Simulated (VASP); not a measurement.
A run of VASP 6.6.1 is set up as follows.

INCAR

```
PREC     = Accurate       # precision mode
ENCUT    = 520            # plane-wave cutoff, eV
EDIFF    = 1E-6           # SCF threshold, eV
ISMEAR   = -1             # smearing method
SIGMA    = 0.1            # smearing width, eV
LREAL    = False          # projectors in reciprocal space
LASPH    = True           # aspherical terms in the spheres
NELM     = 60             # most SCF steps
ALGO     = Normal         # electronic algorithm
ISIF     = 2              # what is computed and relaxed
LWAVE    = False          # write WAVECAR
LCHARG   = False          # write CHGCAR
GGA      = B5             # functional
ALDAX    = 1.0          
AGGAX    = 1.0          
AGGAC    = 1.0          
ALDAC    = 0.0          
NBANDS   = 12             # bands
```

File KPOINTS:

```
Automatic mesh
0
Gamma
  12 12 12
```

POSCAR

```
Tl
1.0
    0.0000000000      2.7065501978      2.7065501978
    2.7065501978      0.0000000000      2.7065501978
    2.7065501978      2.7065501978      0.0000000000
Tl
1
Direct
    0.0000000000      0.0000000000      0.0000000000
```

Potentials or basis: VASP PAW PBE potentials, release 64 (Tl_d).

The run is started by

```bash
$ cat potpaw_PBE.64/Tl_d/POTCAR > POTCAR
$ mpirun -np 1 vasp_std > vasp.out
```

What does it give for the pressure?

-1.5 GPa.

Caveat: the PAW data sets were made with another functional, which shifts forces and pressure a little.
